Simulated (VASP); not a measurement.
# Mo in VASP: a series of runs, part 2 of 2

VASP 6.6.1. Earlier steps stand in the parts before.

### 4 Single point, PBE (volume scaled by 0.94)

Contents of INCAR:

```
SYSTEM = Mo
PREC     = Accurate       ! precision mode
ENCUT    = 520            ! plane-wave cutoff, eV
EDIFF    = 1E-6           ! SCF threshold, eV
ISMEAR   = -1             ! smearing method
SIGMA    = 0.05           ! smearing width, eV
LREAL    = .False.        ! projectors in reciprocal space
LASPH    = .True.         ! aspherical terms in the spheres
NELM     = 80             ! most SCF steps
ALGO     = Normal         ! electronic algorithm
ISIF     = 2              ! what is computed and relaxed
LWAVE    = .False.        ! write WAVECAR
LCHARG   = .True.         ! write CHGCAR
GGA      = PE             ! functional
LELF     = .True.         ! ELF
LVHAR    = .True.       
NBANDS   = 13             ! bands
```

Contents of KPOINTS:

```
Automatic mesh
0
Gamma
  12 12 12
  0 0 0
```

Contents of POSCAR:

```
Mo
1.0
   -1.5514772677      1.5514772677      1.5514772677
    1.5514772677     -1.5514772677      1.5514772677
    1.5514772677      1.5514772677     -1.5514772677
Mo
1
Direct
    0.0000000000      0.0000000000      0.0000000000
```

Potentials or basis: VASP PAW PBE potentials, release 64 (Mo_sv).

Command:

```console
cat potpaw_PBE.64/Mo_sv/POTCAR > POTCAR
mpirun -np 1 vasp_std > vasp.out
```

OUTCAR:

```text
SYSTEM = Mo
   PREC = Accurate
   ENCUT = 520
   EDIFF = 1E-6
   ISMEAR = -1
   LREAL = .False.
   LASPH = .True.
   NELM = 80
   ISIF = 2
   GGA = PE

 ion  position               nearest neighbor table
   1  0.000  0.000  0.000-

  LATTYP: Found a body centered cubic cell.
 ALAT       =     3.1029545354

  Lattice vectors:

 A1 = (  -1.5514772677,   1.5514772677,   1.5514772677)
 A2 = (   1.5514772677,  -1.5514772677,   1.5514772677)
 A3 = (   1.5514772677,   1.5514772677,  -1.5514772677)

Analysis of symmetry for initial positions (statically):
=====================================================================
 Subroutine PRICEL returns:
 Original cell was already a primitive cell.

 Routine SETGRP: Setting up the symmetry group for a
 body centered cubic supercell.

 Subroutine GETGRP returns: Found 48 space group operations
 (whereof 48 operations were pure point group operations)
 out of a pool of 48 trial point group operations.

The static configuration has the point symmetry O_h .

Analysis of symmetry for dynamics (positions and initial velocities):
=====================================================================
 Subroutine PRICEL returns:
 Original cell was already a primitive cell.

 Routine SETGRP: Setting up the symmetry group for a
 body centered cubic supercell.

 Subroutine GETGRP returns: Found 48 space group operations
 (whereof 48 operations were pure point group operations)
 out of a pool of 48 trial point group operations.

The dynamic configuration has the point symmetry O_h .

 Subroutine INISYM returns: Found 48 space group operations
 (whereof 48 operations are pure point group operations),
 and found     1 'primitive' translations

----------------------------------------------------------------------------------------

                                     Primitive cell

  volume of cell :      14.9381
[... 106 lines left out ...]
     AMIX     =   0.40;   BMIX     =  1.00
     AMIX_MAG =   1.60;   BMIX_MAG =  1.00
  volume/ion in A,a.u.               =      14.94       100.81
  Fermi-wavevector in a.u.,A,eV,Ry     =   1.602085  3.027501 34.921732  2.566675
  Thomas-Fermi vector in A             =   2.698961
   LORBIT       =      0    0 simple, 1 ext, 2 COOP (PROOUT), +10 PAW based schemes
   GGA     = PE    functional components
   LHFCALC =     F    Hartree Fock is set to
   AEXX    =    0.0000 exact exchange contribution
   IVDW    =     0    specifies the selected vdW correction
   LEPSILON=     F    determine dielectric tensor
   LRPA    =     F    only Hartree local field effects (RPA)
 non-spin polarized calculation
  energy-cutoff  :      520.00
  volume of cell :       14.94
 maximum number of plane-waves:       420
   NGX =  9   NGY =  9   NGZ =  9

 number of electron      13.9999997 magnetization

 Free energy of the ion-electron system (eV)
  ---------------------------------------------------
  ext. energy  EPLUGINS =         0.00000000
  ---------------------------------------------------
  free energy    TOTEN  =       -10.90780881 eV

  energy without entropy =      -10.90570913  energy(sigma->0) =      -10.90675897

 E-fermi :  13.2828     XC(G=0): -13.6488

 val. band max:       13.1848306373   @ k =  -0.1667   0.2500   0.0833
 cond. band min:      13.3358312213   @ k =  -0.3333   0.3333   0.2500
 fundamental gap:      0.1510005841
 Fermi energy:        13.2827979694

 k-point     1 :       0.0000    0.0000    0.0000
  band No.  band energies     occupation
      1     -47.9563      2.00000
      2     -21.1093      2.00000
      3     -21.1093      2.00000
      4     -21.1093      2.00000
      5       5.9593      2.00000
      6      11.8826      2.00000
      7      11.8826      2.00000
      8      11.8826      2.00000
      9      15.0800      0.00000
     10      15.0800      0.00000
     11      28.2347      0.00000
     12      28.2347      0.00000
     13      28.2347      0.00000
[... 354 lines left out ...]
  band No.  band energies     occupation
      1     -47.6321      2.00000
      2     -22.6182      2.00000
      3     -21.6989      2.00000
      4     -21.2339      2.00000
      5       8.3505      2.00000
      6       9.7184      2.00000
      7      13.7736      0.00011
      8      15.3098      0.00000
      9      15.8381      0.00000
     10      20.0938      0.00000
     11      25.0501      0.00000
     12      26.0160      0.00000
     13      30.0111      0.00000

 [... further k-points ...]
[... 5 lines left out ...]
  --------------------------------------------------------------------------------------
  -------------------------------------------------------------------------------------
  Total        1.5641127      1.5641127      1.5641127     -0.0000000      0.0000000     -0.0000000
  in kB      167.7576641    167.7576641    167.7576641     -0.0000000      0.0000000     -0.0000000
  external PRESSURE =     167.7576641 kB  Pullay stress =       0.0000000 kB

 VOLUME and BASIS-vectors are now :
 -----------------------------------------------------------------------------
  energy-cutoff  :      520.00
  volume of cell :       14.94
      direct lattice vectors                 reciprocal lattice vectors
    -1.551477268  1.551477268  1.551477268     0.000000000  0.322273494  0.322273494
     1.551477268 -1.551477268  1.551477268     0.322273494  0.000000000  0.322273494
     1.551477268  1.551477268 -1.551477268     0.322273494  0.322273494  0.000000000

 POSITION                                       TOTAL-FORCE (eV/Angst)
 -----------------------------------------------------------------------------------
      0.00000      0.00000      0.00000        -0.000000     -0.000000     -0.000000
 -----------------------------------------------------------------------------------
    total drift:                                0.000000     -0.000000      0.000000

  FREE ENERGIE OF THE ION-ELECTRON SYSTEM (eV)
  ---------------------------------------------------
  free  energy   TOTEN  =       -10.9078088124 eV

  energy  without entropy=      -10.9057091260  energy(sigma->0) =      -10.90675897
```

OSZICAR:

```text
N       E                     dE             d eps       ncg     rms          rms(c)
DAV:   1     0.914167554252E+02    0.91417E+02   -0.80356E+03  1912   0.111E+03
DAV:   2    -0.103687842108E+02   -0.10179E+03   -0.97885E+02  2177   0.315E+02
DAV:   3    -0.115140332105E+02   -0.11452E+01   -0.11418E+01  2062   0.331E+01
DAV:   4    -0.115165927244E+02   -0.25595E-02   -0.25595E-02  2157   0.189E+00
DAV:   5    -0.115166083727E+02   -0.15648E-04   -0.15647E-04  2037   0.132E-01    0.163E+01
DAV:   6    -0.109938516981E+02    0.52276E+00   -0.62758E-01  1937   0.986E+00    0.493E+00
DAV:   7    -0.109115722956E+02    0.82279E-01   -0.15083E-01  2062   0.465E+00    0.876E-01
DAV:   8    -0.109077462225E+02    0.38261E-02   -0.38354E-03  1922   0.795E-01    0.175E-01
DAV:   9    -0.109078009499E+02   -0.54727E-04   -0.83859E-05  2192   0.113E-01    0.859E-02
DAV:  10    -0.109078082356E+02   -0.72857E-05   -0.13796E-05  1917   0.455E-02    0.763E-03
DAV:  11    -0.109078088124E+02   -0.57674E-06   -0.11096E-07  1101   0.382E-03
   1 F= -.10907809E+02 E0= -.10906759E+02  d E =-.209969E-02
```

Wall time 17 s (1 thread of Intel Xeon 6975P-C, shared host); peak memory 0.13 GiB.

Results:

```
Free energy            : -10.9078 eV
Pressure               : 16.8 GPa
Band gap on the k mesh : zero (band 7 reaches 17.58 eV, above the bottom of band 8 at 11.88 eV)
```

### 5 Single point, PBE (volume scaled by 1.04)

Contents of INCAR:

```
  ALGO = Normal
  EDIFF = 1E-6
  ENCUT = 520
  GGA = PE
  ISIF = 2
  ISMEAR = -1
  LASPH = True
  LCHARG = False
  LREAL = False
  LWAVE = False
  NBANDS = 13
  NELM = 80
  PREC = Accurate
  SIGMA = 0.05
```

Contents of KPOINTS:

```
k-points
0
Gamma
  12 12 12
```

Contents of POSCAR:

```
Mo
1.0
   -1.6046509537      1.6046509537      1.6046509537
    1.6046509537     -1.6046509537      1.6046509537
    1.6046509537      1.6046509537     -1.6046509537
Mo
1
Direct
    0.0000000000      0.0000000000      0.0000000000
```

Command:

```console
cat potpaw_PBE.64/Mo_sv/POTCAR > POTCAR
mpirun -np 1 vasp_std > vasp.out
```

It took 19 s on 1 thread of Intel Xeon 6975P-C, shared host; peak memory 0.15 GiB.

The run converged. Its results:

| Item | Value |
| --- | --- |
| Free energy | -10.9271 eV |
| Pressure | -10.6 GPa |
| Band gap on the k mesh | zero (band 7 reaches 15.39 eV, above the bottom of band 8 at 10.46 eV) |

Levels at points of the mesh, in eV from the Fermi level:
```
           k point  band 4  band 5  band 6  band 7  band 8  band 9  band 10  band 11
(0.00, 0.00, 0.00)  -34.63   -7.01   -1.22   -1.22   -1.22    1.60     1.60    14.77
(0.50, 0.00, 0.00)  -34.63   -4.96   -3.11    1.47    1.60    2.18     4.40    10.85
(0.50, 0.50, 0.50)  -35.44   -4.99   -4.99    3.71    3.71    3.71     8.68     8.68
```

### 6 Single point, PBE (the cell strained at random)

Contents of INCAR:

```
SYSTEM = Mo
  ALGO = Fast
  EDIFF = 1E-6
  ENCUT = 520
  GGA = PE
  ISIF = 2
  ISMEAR = -1
  LASPH = .True.
  LCHARG = .False.
  LREAL = .False.
  LWAVE = .False.
  NBANDS = 13
  NELM = 100
  PREC = Accurate
  SIGMA = 0.05
```

Contents of KPOINTS:

```
k-points
0
Gamma
  12 12 12
  0 0 0
```

Contents of POSCAR:

```
Mo
1.0
   -1.5943890000      1.5912960000      1.5845360000
    1.6123860000     -1.5430600000      1.5542960000
    1.6065880000      1.5552580000     -1.5362990000
Mo
1
Direct
   -0.0048930000     -0.0285050000     -0.0279780000
```

Potentials or basis: VASP PAW PBE potentials, release 64 (Mo_sv).

Command:

```console
cat potpaw_PBE.64/Mo_sv/POTCAR > POTCAR
mpirun -np 1 vasp_std > vasp.out
```

Wall time 3.1 min (1 thread of Intel Xeon 6975P-C, shared host); peak memory 0.27 GiB.

The run converged. Its results:

```yaml
Free_energy: -10.9388 eV
Pressure: -1.1 GPa
Band_gap_on_the_k_mesh: zero (band 7 reaches 15.91 eV, above the bottom of band 8 at 11.20 eV)
```

Stress tensor (GPa, compression positive):
```
-6.37 -0.84 -1.27
-0.84  1.05 -3.21
-1.27 -3.21  1.95
```

Levels at points of the mesh, in eV from the Fermi level:
```csv
k point,band 5,band 6,band 7,band 8,band 9,band 10
"(0.00, 0.00, 0.00)",-7.14,-1.62,-1.25,-1.03,1.50,1.87
"(0.50, 0.00, 0.00)",-5.19,-3.55,1.48,2.07,2.61,4.54
"(0.00, 0.50, 0.00)",-5.17,-3.24,1.46,1.60,2.38,4.57
"(0.50, 0.50, 0.00)",-5.18,-3.16,1.49,1.59,2.24,4.68
"(0.00, 0.00, 0.50)",-5.17,-3.19,1.47,1.55,2.32,4.58
"(0.50, 0.00, 0.50)",-5.19,-3.18,1.49,1.64,2.24,4.70
"(0.00, 0.50, 0.50)",-5.23,-3.40,1.78,1.99,2.22,4.87
"(0.50, 0.50, 0.50)",-5.31,-5.24,3.62,3.92,4.23,8.55
```

Caveat: the cell differs from its parent crystal (the cell strained at random).

### 7 Summary

```csv
level,spin,cell,k mesh,smearing,gap on the mesh (eV),pressure (GPa),moment (μB)
revPBE+D3(BJ),"collinear, ferromagnetic start","a = 2.797 Å, angles 109.5°, 1 atom",12 × 12 × 12,fermi-dirac 0.025 eV,none,-24.6,0.00
PBE,"non-collinear, typed start, SOC","a = 2.743 Å, angles 109.5°, 1 atom",9 × 9 × 9,tetrahedron,-,-0.3,0.00
PBE,off,"a = 2.687 Å, angles 109.5°, 1 atom",12 × 12 × 12,fermi-dirac 0.05 eV,none,16.8,-
PBE,off,"a = 2.779 Å, angles 109.5°, 1 atom",12 × 12 × 12,fermi-dirac 0.05 eV,none,-10.6,-
PBE,off,"a = 2.754, b = 2.720, c = 2.713 Å, angles 107.3, 109.7, 110.0°, 1 atom",12 × 12 × 12,fermi-dirac 0.05 eV,none,-1.1,-
```

Alike in all rows: task single point; potentials or basis VASP PAW PBE potentials, release 64 (Mo_sv); cutoff (eV) 520.

Caveats: three body term missing (some runs); the PAW data sets were made with another functional, which shifts forces and pressure a little (some runs); pairwise dispersion overbinds metals, which lowers pressure and volume (some runs).

Absolute energies hang on the potentials; compare differences alone.
